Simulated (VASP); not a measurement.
# Pb (I4_1/amd) in VASP: further runs

Runs on Pb. Level: PBE. Tasks: single point.

Program: VASP 6.6.1. These are calculated values, not measurements. Logs are shortened: lines on timing, memory, paths and dates and some standing lists are left out, and cuts for length are marked.

**1. The cell of the first run**

Symmetry: I4_1/amd, No. 141, tetragonal system. Conventional cell: a = 6.079 Å, b = 6.079 Å, c = 3.252 Å, α = 90.00°, β = 90.00°, γ = 90.00°. Pb (site symmetry -4m2) has 10 Pb at 3.15 to 3.90 Å within 4.1 Å.

**2. Single point, PBE**

Input file INCAR:

```
SYSTEM = Pb
PREC = Accurate
ENCUT = 520
EDIFF = 1E-6
ISMEAR = -1
SIGMA = 0.1
LREAL = .FALSE.
LASPH = .TRUE.
NELM = 100
ALGO = Normal
ISIF = 2
LWAVE = .FALSE.
LCHARG = .FALSE.
GGA = PE
NBANDS = 21
```

Input file KPOINTS:

```
regular mesh
0
G
  13 13 13
  0 0 0
```

Input file POSCAR:

```
Pb
1.0
   -3.0393400254      3.0393400254      1.6260127666
    3.0393400254     -3.0393400254      1.6260127666
    3.0393400254      3.0393400254     -1.6260127666
Pb
2
Direct
   -0.3750000000     -0.1250000000     -0.2500000000
    0.3750000000      0.1250000000      0.2500000000
```

Potentials or basis: VASP PAW PBE potentials, release 64 (Pb_d).

Run with:

```bash
> cat potpaw_PBE.64/Pb_d/POTCAR > POTCAR
> mpirun -np 1 vasp_std > vasp.out
```

OUTCAR:

```text
SYSTEM = Pb
   PREC = Accurate
   ENCUT = 520
   EDIFF = 1E-6
   ISMEAR = -1
   LREAL = .FALSE.
   LASPH = .TRUE.
   NELM = 100
   ISIF = 2
   GGA = PE

 ion  position               nearest neighbor table
   1  0.625  0.875  0.750-   2 3.15   2 3.15   2 3.15   2 3.15   2 3.90   2 3.90   2 3.90   2 3.90

   2  0.375  0.125  0.250-   1 3.15   1 3.15   1 3.15   1 3.15   1 3.90   1 3.90   1 3.90   1 3.90

  LATTYP: Found a body centered tetragonal cell.
 ALAT       =     6.0786800508
 C/A-ratio  =     0.5349887650

  Lattice vectors:

 A1 = (  -3.0393400254,   3.0393400254,   1.6260127666)
 A2 = (   3.0393400254,  -3.0393400254,   1.6260127666)
 A3 = (   3.0393400254,   3.0393400254,  -1.6260127666)

Analysis of symmetry for initial positions (statically):
=====================================================================
 Subroutine PRICEL returns:
 Original cell was already a primitive cell.

 Routine SETGRP: Setting up the symmetry group for a
 body centered tetragonal supercell.

 Subroutine GETGRP returns: Found 16 space group operations
 (whereof  4 operations were pure point group operations)
 out of a pool of 16 trial point group operations.

The static configuration has the point symmetry C_2h.
 The point group associated with its full space group is D_4h.

Analysis of symmetry for dynamics (positions and initial velocities):
=====================================================================
 Subroutine PRICEL returns:
 Original cell was already a primitive cell.

 Routine SETGRP: Setting up the symmetry group for a
 body centered tetragonal supercell.

 Subroutine GETGRP returns: Found 16 space group operations
 (whereof  4 operations were pure point group operations)
 out of a pool of 16 trial point group operations.

The dynamic configuration has the point symmetry C_2h.
 The point group associated with its full space group is D_4h.

 Subroutine INISYM returns: Found 16 space group operations
 (whereof  4 operations are pure point group operations),
 and found     1 'primitive' translations

----------------------------------------------------------------------------------------

                                     Primitive cell

  volume of cell :      60.0817

  direct lattice vectors                    reciprocal lattice vectors
    -3.039340025  3.039340025  1.626012767     0.000000000  0.164509399  0.307500661
[... 81 lines left out ...]
   LNONCOLLINEAR =      F non collinear calculations
   LSORBIT =      F    spin-orbit coupling
   LASPH  =      T    aspherical Exc in radial PAW
   ENCUT  =  520.0 eV  38.22 Ry    6.18 a.u.   8.54  8.54  8.54*2*pi/ulx,y,z
   NELM   =    100;   NELMIN=  2; NELMDL= -5     # of ELM steps
   EDIFF  = 0.1E-05   stopping-criterion for ELM
   LREAL  =      F    real-space projection
   EDIFFG = 0.1E-04   stopping-criterion for IOM
   NSW    =      0    number of steps for IOM
   IBRION =     -1    ionic relax: 0-MD 1-quasi-New 2-CG
   NFREE  =      0    steps in history (QN), initial steepest desc. (CG)
   ISIF   =      2    stress and relaxation
   ISYM   =      2    0-nonsym 1-usesym 2-fastsym
   POTIM  = 0.5000    time-step for ionic-motion
   TEBEG  =    0.0;   TEEND  =   0.0 temperature during run
   PSTRESS=    0.0 pullay stress
   NELECT =      28.0000    total number of electrons
   NUPDOWN=      -1.0000    fix difference up-down
   EMIN   =  10.00;   EMAX   =-10.00  energy-range for DOS
   EFERMI =   0.00;   METHOD = LEGACY
   ISMEAR =    -1;   SIGMA  =   0.10  broadening in eV -4-tet -1-fermi 0-gaus
   EFERMI_NEDOS =   21; number of points for ismear=-14 and -15
   IALGO  =     38    algorithm
   IMIX   =      4    mixing-type and parameters
     AMIX     =   0.40;   BMIX     =  1.00
     AMIX_MAG =   1.60;   BMIX_MAG =  1.00
  volume/ion in A,a.u.               =      30.04       202.73
  Fermi-wavevector in a.u.,A,eV,Ry     =   1.269249  2.398532 21.918874  1.610992
  Thomas-Fermi vector in A             =   2.402300
   LORBIT       =      0    0 simple, 1 ext, 2 COOP (PROOUT), +10 PAW based schemes
   GGA     = PE    functional components
   LHFCALC =     F    Hartree Fock is set to
   AEXX    =    0.0000 exact exchange contribution
   IVDW    =     0    specifies the selected vdW correction
   LEPSILON=     F    determine dielectric tensor
   LRPA    =     F    only Hartree local field effects (RPA)
 non-spin polarized calculation
  energy-cutoff  :      520.00
  volume of cell :       60.08
 maximum number of plane-waves:      1646
   NGX = 17   NGY = 17   NGZ = 17

 number of electron      28.0000006 magnetization

 Free energy of the ion-electron system (eV)
  ---------------------------------------------------
  ext. energy  EPLUGINS =         0.00000000
  ---------------------------------------------------
  free energy    TOTEN  =        -6.78215594 eV

  energy without entropy =       -6.74474977  energy(sigma->0) =       -6.76345286

 E-fermi :   7.1787     XC(G=0): -10.1668

 val. band max:        7.1753282743   @ k =  -0.2308  -0.3077   0.1538
 cond. band min:       7.1819711169   @ k =  -0.1538  -0.4615   0.1538
 fundamental gap:      0.0066428426
 Fermi energy:         7.1786841069

 k-point     1 :       0.0000    0.0000    0.0000
  band No.  band energies     occupation
      1     -10.1039      2.00000
      2      -9.9785      2.00000
      3      -9.9149      2.00000
      4      -9.9127      2.00000
      5      -9.5914      2.00000
      6      -9.5914      2.00000
[... 565 lines left out ...]
     20      15.9013      0.00000
     21      16.1471      0.00000

 [... further k-points ...]

------------------------ aborting loop because EDIFF is reached ----------------------------------------

  FORCE on cell =-STRESS in cart. coord.  units (eV):
  Direction    XX          YY          ZZ          XY          YZ          ZX
  --------------------------------------------------------------------------------------
  -------------------------------------------------------------------------------------
  Total        1.8142295      1.8142295      1.8135061      0.0000000      0.0000000      0.0000000
  in kB       48.3793794     48.3793794     48.3600887      0.0000000      0.0000000      0.0000000
  external PRESSURE =      48.3729492 kB  Pullay stress =       0.0000000 kB

 VOLUME and BASIS-vectors are now :
 -----------------------------------------------------------------------------
  energy-cutoff  :      520.00
  volume of cell :       60.08
      direct lattice vectors                 reciprocal lattice vectors
    -3.039340025  3.039340025  1.626012767     0.000000000  0.164509399  0.307500661
     3.039340025 -3.039340025  1.626012767     0.164509399  0.000000000  0.307500661
     3.039340025  3.039340025 -1.626012767     0.164509399  0.164509399  0.000000000

 POSITION                                       TOTAL-FORCE (eV/Angst)
 -----------------------------------------------------------------------------------
      3.03934      1.51967      1.21951        -0.000000     -0.000000     -0.000000
     -0.00000      1.51967      0.40650         0.000000      0.000000      0.000000
 -----------------------------------------------------------------------------------
    total drift:                               -0.000000     -0.000000      0.000000

  FREE ENERGIE OF THE ION-ELECTRON SYSTEM (eV)
  ---------------------------------------------------
  free  energy   TOTEN  =        -6.7821559416 eV

  energy  without entropy=       -6.7447497747  energy(sigma->0) =       -6.76345286
```

Run time: 80 s. Hardware: 1 thread of Intel Xeon 6975P-C (Granite Rapids), shared host; peak memory 0.34 GiB.

Results:

```yaml
Free_energy: -6.7822 eV
Pressure: 4.8 GPa
Band_gap_on_the_k_mesh: zero (bands 14 and 15 overlap by 3.48 eV)
```

Caveat: the cell stands under pressure; spin-orbit coupling is left out, which moves the levels of the heavy elements.

**3. Single point, PBE**

Input file INCAR:

```
PREC = Accurate
ENCUT = 520
EDIFF = 1E-6
ISMEAR = -1
SIGMA = 0.1
LREAL = False
LASPH = True
NELM = 60
ALGO = Normal
ISIF = 2
LWAVE = False
LCHARG = False
GGA = PE
NBANDS = 21
```

Input file KPOINTS:

```
regular mesh
0
Gamma
  13 13 13
```

POSCAR is that of step 2.

Potentials or basis: VASP PAW PBE potentials, release 64 (Pb_d).

Run with:

```bash
> cat potpaw_PBE.64/Pb_d/POTCAR > POTCAR
> mpirun -np 1 vasp_std > vasp.out
```

Wall time 77 s (1 thread of Intel Xeon 6975P-C (Granite Rapids), shared host); peak memory 0.34 GiB.

The run converged. Its results:

```
Free energy            : -6.7822 eV
Pressure               : 4.8 GPa
Band gap on the k mesh : zero (bands 14 and 15 overlap by 3.48 eV)
```

Levels at points of the mesh, in eV from the Fermi level:
```csv
k point,band 11,band 12,band 13,band 14,band 15,band 16,band 17,band 18
"(0.00, 0.00, 0.00)",-11.83,-5.81,-1.77,-1.77,3.68,5.91,5.91,7.09
```

Caveat: the cell stands under pressure; spin-orbit coupling is left out, which moves the levels of the heavy elements.
